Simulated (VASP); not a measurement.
# Sc3Al (P4/mmm) in VASP: notebook

The runs below take Sc3Al through single point, with PBEsol.

Everything below comes from runs of VASP 6.6.1. Logs are shortened: lines on timing, memory, paths and dates and some standing lists are left out, and cuts for length are marked.

### 1 The cell of the first run

The structure is tetragonal, space group P4/mmm (No. 123). The conventional cell has a = 4.949 Å, b = 4.949 Å, c = 4.375 Å, α = 90.00°, β = 90.00°, γ = 90.00°. Sc (site symmetry mmm) has 10 Sc at 3.30 to 4.37 Å and 4 Al at 3.30 Å within 4.4 Å. Within 4.4 Å of Sc (site symmetry 4/mmm) lie 10 Sc at 3.30 to 4.37 Å and 4 Al at 3.50 Å. Al (site symmetry 4/mmm) has 12 Sc at 3.30 to 3.50 Å and 2 Al at 4.37 Å within 4.4 Å.

### 2 Single point, PBEsol (strain +0.1312 x Voigt [1, 1, 0, 0, 0, 0])

The input, INCAR:

```
SYSTEM = Sc3Al
ALGO     = Fast           ! electronic algorithm
EDIFF    = 1E-7           ! SCF threshold, eV
ENCUT    = 520            ! plane-wave cutoff, eV
GGA      = PS             ! functional
ISIF     = 2              ! what is computed and relaxed
ISMEAR   = 0              ! smearing method
LASPH    = .True.         ! aspherical terms in the spheres
LCHARG   = .True.         ! write CHGCAR
LELF     = .True.         ! ELF
LREAL    = .False.        ! projectors in reciprocal space
LVHAR    = .True.       
LWAVE    = .False.        ! write WAVECAR
NBANDS   = 26             ! bands
NELM     = 80             ! most SCF steps
PREC     = Accurate       ! precision mode
SIGMA    = 0.15           ! smearing width, eV
```

The input, KPOINTS:

```
k-points
0
Gamma
  12 12 12
  0 0 0
```

The input, POSCAR:

```
Sc3Al
1.0
    4.9487681019      0.0000000000      0.0000000000
    0.0000000000      4.9487681019      0.0000000000
    0.0000000000      0.0000000000      4.3747949981
Sc Al
3 1
Direct
    0.5000000000      0.0000000000      0.5000000000
    0.0000000000      0.5000000000      0.5000000000
    0.5000000000      0.5000000000      0.0000000000
    0.0000000000      0.0000000000      0.0000000000
```

Potentials or basis: VASP PAW PBE potentials, release 64 (Sc_sv, Al).

Run with:

```console
> cat potpaw_PBE.64/Sc_sv/POTCAR potpaw_PBE.64/Al/POTCAR > POTCAR
> mpirun -np 1 vasp_std > vasp.out
```

OUTCAR:

```text
SYSTEM = Sc3Al
   EDIFF = 1E-7
   ENCUT = 520
   GGA = PS
   ISIF = 2
   ISMEAR = 0
   LASPH = .True.
   LREAL = .False.
   NELM = 80
   PREC = Accurate

 ion  position               nearest neighbor table
   1  0.500  0.000  0.500-   3 3.30   4 3.30   3 3.30   4 3.30   3 3.30   3 3.30   4 3.30   4 3.30

   2  0.000  0.500  0.500-   3 3.30   4 3.30   3 3.30   4 3.30   4 3.30   4 3.30   3 3.30   3 3.30

   3  0.500  0.500  0.000-   1 3.30   2 3.30   1 3.30   2 3.30   1 3.30   1 3.30   2 3.30   2 3.30

   4  0.000  0.000  0.000-   1 3.30   2 3.30   1 3.30   2 3.30   2 3.30   2 3.30   1 3.30   1 3.30

  LATTYP: Found a simple tetragonal cell.
 ALAT       =     4.9487681019
 C/A-ratio  =     0.8840169731

  Lattice vectors:

 A1 = (   4.9487681019,   0.0000000000,   0.0000000000)
 A2 = (   0.0000000000,   4.9487681019,   0.0000000000)
 A3 = (   0.0000000000,   0.0000000000,   4.3747949981)

Analysis of symmetry for initial positions (statically):
=====================================================================
 Subroutine PRICEL returns:
 Original cell was already a primitive cell.

 Routine SETGRP: Setting up the symmetry group for a
 simple tetragonal supercell.

 Subroutine GETGRP returns: Found 16 space group operations
 (whereof 16 operations were pure point group operations)
 out of a pool of 16 trial point group operations.

The static configuration has the point symmetry D_4h.

Analysis of symmetry for dynamics (positions and initial velocities):
=====================================================================
 Subroutine PRICEL returns:
 Original cell was already a primitive cell.

 Routine SETGRP: Setting up the symmetry group for a
 simple tetragonal supercell.

 Subroutine GETGRP returns: Found 16 space group operations
 (whereof 16 operations were pure point group operations)
 out of a pool of 16 trial point group operations.

The dynamic configuration has the point symmetry D_4h.

 Subroutine INISYM returns: Found 16 space group operations
 (whereof 16 operations are pure point group operations),
 and found     1 'primitive' translations

----------------------------------------------------------------------------------------

                                     Primitive cell

  volume of cell :     107.1401

  direct lattice vectors                    reciprocal lattice vectors
     4.948768102  0.000000000  0.000000000     0.202070491  0.000000000  0.000000000
     0.000000000  4.948768102  0.000000000     0.000000000  0.202070491  0.000000000
     0.000000000  0.000000000  4.374794998     0.000000000  0.000000000  0.228582139

  length of vectors
     4.948768102  4.948768102  4.374794998     0.202070491  0.202070491  0.228582139

  position of ions in fractional coordinates (direct lattice)
     0.500000000  0.000000000  0.500000000
     0.000000000  0.500000000  0.500000000
     0.500000000  0.500000000  0.000000000
     0.000000000  0.000000000  0.000000000

  ion indices of the primitive-cell ions
   primitive index   ion index
                 1           1
                 2           2
                 3           3
                 4           4

----------------------------------------------------------------------------------------

 KPOINTS: k-points

Automatic generation of k-mesh.
 Grid dimensions read from file:
 generate k-points for:   12   12   12

 Generating k-lattice:

  Cartesian coordinates                     Fractional coordinates (reciprocal lattice)
     0.016839208  0.000000000  0.000000000     0.083333333  0.000000000  0.000000000
     0.000000000  0.016839208  0.000000000     0.000000000  0.083333333  0.000000000
     0.000000000  0.000000000  0.019048512     0.000000000  0.000000000  0.083333333

  Length of vectors
     0.016839208  0.016839208  0.019048512

  Shift w.r.t. Gamma in fractional coordinates (k-lattice)
     0.000000000  0.000000000  0.000000000

 Subroutine IBZKPT returns following result:
 ===========================================

 Found    196 irreducible k-points:

 Following reciprocal coordinates:
            Coordinates               Weight
  0.000000  0.000000  0.000000      1.000000
  0.083333  0.000000  0.000000      4.000000
  0.166667  0.000000  0.000000      4.000000
  0.250000  0.000000  0.000000      4.000000
  0.333333  0.000000  0.000000      4.000000
  0.416667  0.000000  0.000000      4.000000
[... 16 lines left out ...]
  0.333333  0.333333  0.000000      4.000000
  0.416667  0.333333  0.000000      8.000000
 [... further k-points ...]
   k-points           NKPTS =    196   k-points in BZ     NKDIM =    196   number of bands    NBANDS=     26
   number of dos      NEDOS =    301   number of ions     NIONS =      4
   total plane-waves  NPLWV =  57600
   dimension x,y,z NGX =    40 NGY =   40 NGZ =   36
   dimension x,y,z NGXF=    80 NGYF=   80 NGZF=   72
   ions per type =               3   1
   NGX,Y,Z   is equivalent  to a cutoff of  13.44, 13.44, 13.68 a.u.
   NGXF,Y,Z  is equivalent  to a cutoff of  26.87, 26.87, 27.36 a.u.
 SYSTEM =  Sc3Al
   PREC   = accura    normal or accurate (medium, high low for compatibility)
   ISTART =      0    job   : 0-new  1-cont  2-samecut
   ICHARG =      2    charge: 1-file 2-atom 10-const
   ISPIN  =      1    spin polarized calculation?
   LNONCOLLINEAR =      F non collinear calculations
   LSORBIT =      F    spin-orbit coupling
   LASPH  =      T    aspherical Exc in radial PAW
   ENCUT  =  520.0 eV  38.22 Ry    6.18 a.u.   9.20  9.20  8.13*2*pi/ulx,y,z
   NELM   =     80;   NELMIN=  2; NELMDL= -5     # of ELM steps
   EDIFF  = 0.1E-06   stopping-criterion for ELM
   LREAL  =      F    real-space projection
   EDIFFG = 0.1E-05   stopping-criterion for IOM
   NSW    =      0    number of steps for IOM
   IBRION =     -1    ionic relax: 0-MD 1-quasi-New 2-CG
   NFREE  =      0    steps in history (QN), initial steepest desc. (CG)
   ISIF   =      2    stress and relaxation
   ISYM   =      2    0-nonsym 1-usesym 2-fastsym
   POTIM  = 0.5000    time-step for ionic-motion
   TEBEG  =    0.0;   TEEND  =   0.0 temperature during run
   PSTRESS=    0.0 pullay stress
   NELECT =      36.0000    total number of electrons
   NUPDOWN=      -1.0000    fix difference up-down
   EMIN   =  10.00;   EMAX   =-10.00  energy-range for DOS
   EFERMI =   0.00;   METHOD = LEGACY
   ISMEAR =     0;   SIGMA  =   0.15  broadening in eV -4-tet -1-fermi 0-gaus
   EFERMI_NEDOS =   21; number of points for ismear=-14 and -15
   IALGO  =     68    algorithm
   IMIX   =      4    mixing-type and parameters
     AMIX     =   0.40;   BMIX     =  1.00
     AMIX_MAG =   1.60;   BMIX_MAG =  1.00
  volume/ion in A,a.u.               =      26.79       180.75
  Fermi-wavevector in a.u.,A,eV,Ry     =   1.138130  2.150753 17.624155  1.295339
  Thomas-Fermi vector in A             =   2.274834
   LORBIT       =      0    0 simple, 1 ext, 2 COOP (PROOUT), +10 PAW based schemes
   GGA     = PS    functional components
   LHFCALC =     F    Hartree Fock is set to
   AEXX    =    0.0000 exact exchange contribution
   IVDW    =     0    specifies the selected vdW correction
   LEPSILON=     F    determine dielectric tensor
   LRPA    =     F    only Hartree local field effects (RPA)
 non-spin polarized calculation
 RMM-DIIS sequential band-by-band and
 Gauss-broadening in eV      SIGMA  =   0.15
  energy-cutoff  :      520.00
  volume of cell :      107.14
 maximum number of plane-waves:      2912
 NGX is ok and might be reduce to    40
   NGX = 19   NGY = 19   NGZ = 17

 number of electron      35.9999995 magnetization

 Free energy of the ion-electron system (eV)
  ---------------------------------------------------
  ext. energy  EPLUGINS =         0.00000000
  ---------------------------------------------------
  free energy    TOTEN  =       -23.92488817 eV

  energy without entropy =      -23.83559106  energy(sigma->0) =      -23.88023962

 E-fermi :   3.3178     XC(G=0):  -9.3870

 val. band max:        3.3161295264   @ k =   0.5000   0.0833   0.5000
 cond. band min:       3.3181531539   @ k =   0.2500   0.2500   0.2500
 fundamental gap:      0.0020236275
 Fermi energy:         3.3177615267

 k-point     1 :       0.0000    0.0000    0.0000
  band No.  band energies     occupation
      1     -46.4610      2.00000
      2     -46.4308      2.00000
      3     -46.4066      2.00000
      4     -25.2504      2.00000
      5     -25.2504      2.00000
      6     -25.2181      2.00000
[... 18 lines left out ...]
     25       5.4396      0.00000
     26       5.8222      0.00000

 k-point     2 :       0.0833    0.0000    0.0000
  band No.  band energies     occupation
      1     -46.4604      2.00000
      2     -46.4311      2.00000
      3     -46.4069      2.00000
      4     -25.2494      2.00000
      5     -25.2470      2.00000
      6     -25.2164      2.00000
[... 18 lines left out ...]
     25       5.4725      0.00000
     26       5.8770      0.00000

 k-point     3 :       0.1667    0.0000    0.0000
  band No.  band energies     occupation
      1     -46.4588      2.00000
      2     -46.4320      2.00000
      3     -46.4076      2.00000
      4     -25.2468      2.00000
      5     -25.2372      2.00000
      6     -25.2114      2.00000
[... 18 lines left out ...]
     25       5.5536      0.00000
     26       5.6431      0.00000

 k-point     4 :       0.2500    0.0000    0.0000
  band No.  band energies     occupation
      1     -46.4563      2.00000
      2     -46.4334      2.00000
      3     -46.4086      2.00000
      4     -25.2432      2.00000
      5     -25.2215      2.00000
      6     -25.2041      2.00000
[... 18 lines left out ...]
     25       5.6030      0.00000
     26       5.6478      0.00000
[... 496 lines left out ...]
      1     -46.4447      2.00000
      2     -46.4388      2.00000
      3     -46.4147      2.00000
      4     -25.2192      2.00000
      5     -25.1687      2.00000
      6     -25.1616      2.00000
[... 18 lines left out ...]
     25       5.3376      0.00000
     26       5.5166      0.00000

 k-point    23 :       0.3333    0.3333    0.0000
  band No.  band energies     occupation
      1     -46.4464      2.00000
      2     -46.4368      2.00000
      3     -46.4151      2.00000
      4     -25.2179      2.00000
      5     -25.1780      2.00000
      6     -25.1708      2.00000
[... 18 lines left out ...]
     25       5.2872      0.00000
     26       5.3873      0.00000

 k-point    24 :       0.4167    0.3333    0.0000
  band No.  band energies     occupation
      1     -46.4436      2.00000
      2     -46.4379      2.00000
      3     -46.4167      2.00000
      4     -25.2116      2.00000
      5     -25.1666      2.00000
      6     -25.1623      2.00000
[... 18 lines left out ...]
     25       5.1889      0.00000
     26       5.2445      0.00000

 [... further k-points ...]

------------------------ aborting loop because EDIFF is reached ----------------------------------------

  FORCE on cell =-STRESS in cart. coord.  units (eV):
  Direction    XX          YY          ZZ          XY          YZ          ZX
  --------------------------------------------------------------------------------------
  -------------------------------------------------------------------------------------
  Total       -7.8349192     -7.8349192     -5.2116416      0.0000000      0.0000000      0.0000000
  in kB     -117.1637309   -117.1637309    -77.9351201      0.0000000      0.0000000      0.0000000
  external PRESSURE =    -104.0875273 kB  Pullay stress =       0.0000000 kB

 VOLUME and BASIS-vectors are now :
 -----------------------------------------------------------------------------
  energy-cutoff  :      520.00
  volume of cell :      107.14
      direct lattice vectors                 reciprocal lattice vectors
     4.948768102  0.000000000  0.000000000     0.202070491  0.000000000  0.000000000
     0.000000000  4.948768102  0.000000000     0.000000000  0.202070491  0.000000000
     0.000000000  0.000000000  4.374794998     0.000000000  0.000000000  0.228582139

 POSITION                                       TOTAL-FORCE (eV/Angst)
 -----------------------------------------------------------------------------------
      2.47438      0.00000      2.18740         0.000000      0.000000      0.000000
      0.00000      2.47438      2.18740         0.000000      0.000000      0.000000
      2.47438      2.47438      0.00000         0.000000      0.000000      0.000000
      0.00000      0.00000      0.00000         0.000000      0.000000      0.000000
 -----------------------------------------------------------------------------------
    total drift:                               -0.000000     -0.000000     -0.000000

  FREE ENERGIE OF THE ION-ELECTRON SYSTEM (eV)
  ---------------------------------------------------
  free  energy   TOTEN  =       -23.9248881720 eV

  energy  without entropy=      -23.8355910603  energy(sigma->0) =      -23.88023962
```

Wall time 5.7 min (1 thread of Intel Xeon 6975P-C (Granite Rapids), shared host); peak memory 0.56 GiB.

Results:

* Free energy: -23.9249 eV
* Pressure: -10.4 GPa
* Band gap on the k mesh: zero (bands 18 and 19 overlap by 1.55 eV)

Stress tensor (GPa, compression positive):
```
-11.72   0.00   0.00
  0.00 -11.72   0.00
  0.00   0.00  -7.79
```

Caveat: the cell differs from its parent crystal (strain +0.1312 x Voigt [1, 1, 0, 0, 0, 0]); the cell stands under tension; the PAW data sets were made with another functional, which shifts forces and pressure a little.

### 3 Single point, PBEsol (strain +0.1500 x Voigt [1, 1, 0, 0, 0, 0])

The input, INCAR:

```
SYSTEM = Sc3Al
ALGO     = Fast           ! electronic algorithm
EDIFF    = 1E-7           ! SCF threshold, eV
ENCUT    = 520            ! plane-wave cutoff, eV
GGA      = PS             ! functional
ISIF     = 2              ! what is computed and relaxed
ISMEAR   = 0              ! smearing method
LASPH    = .TRUE.         ! aspherical terms in the spheres
LCHARG   = .FALSE.        ! write CHGCAR
LREAL    = .FALSE.        ! projectors in reciprocal space
LWAVE    = .FALSE.        ! write WAVECAR
NBANDS   = 26             ! bands
NELM     = 60             ! most SCF steps
PREC     = Accurate       ! precision mode
SIGMA    = 0.15           ! smearing width, eV
```

The input, KPOINTS:

```
k-points
0
G
  12 12 12
  0 0 0
```

Edit POSCAR of step 2 so:

```diff
@@ -2,4 +2,4 @@
 1.0
-    4.9487681019      0.0000000000      0.0000000000
-    0.0000000000      4.9487681019      0.0000000000
+    5.0310142478      0.0000000000      0.0000000000
+    0.0000000000      5.0310142478      0.0000000000
     0.0000000000      0.0000000000      4.3747949981
```

Potentials or basis: VASP PAW PBE potentials, release 64 (Sc_sv, Al).

Run with:

```console
> cat potpaw_PBE.64/Sc_sv/POTCAR potpaw_PBE.64/Al/POTCAR > POTCAR
> mpirun -np 1 vasp_std > vasp.out
```

It took 6.8 min on 1 thread of Intel Xeon 6975P-C (Granite Rapids), shared host; peak memory 0.57 GiB.

It converged, with:

```yaml
Free_energy: -23.6564 eV
Pressure: -11.1 GPa
Band_gap_on_the_k_mesh: zero (bands 18 and 19 overlap by 1.54 eV)
```

Stress tensor (GPa, compression positive):
```
-12.31   0.00   0.00
  0.00 -12.31   0.00
  0.00   0.00  -8.58
```

Levels at points of the mesh, in eV from the Fermi level:
```csv
k point,band 14,band 15,band 16,band 17,band 18,band 19,band 20,band 21,band 22,band 23
"(0.00, 0.00, 0.00)",-2.10,-0.95,-0.55,-0.34,-0.14,-0.14,-0.08,-0.08,1.41,1.74
"(0.50, 0.00, 0.00)",-3.79,-0.97,-0.88,-0.04,0.10,0.17,0.42,0.94,1.01,1.28
"(0.50, 0.50, 0.00)",-2.73,-2.73,-1.91,-0.15,0.52,0.52,0.54,1.13,1.13,1.22
"(0.00, 0.00, 0.50)",-3.40,-0.85,-0.83,-0.83,0.22,0.30,0.42,0.42,1.23,1.55
"(0.50, 0.00, 0.50)",-2.42,-2.36,-1.47,-0.81,-0.01,0.23,0.33,0.61,0.86,1.40
"(0.50, 0.50, 0.50)",-1.35,-1.32,-1.32,-1.16,-1.01,-1.01,0.03,0.64,1.18,1.18
```

Caveat: the cell differs from its parent crystal (strain +0.1500 x Voigt [1, 1, 0, 0, 0, 0]); the cell stands under tension; the PAW data sets were made with another functional, which shifts forces and pressure a little.
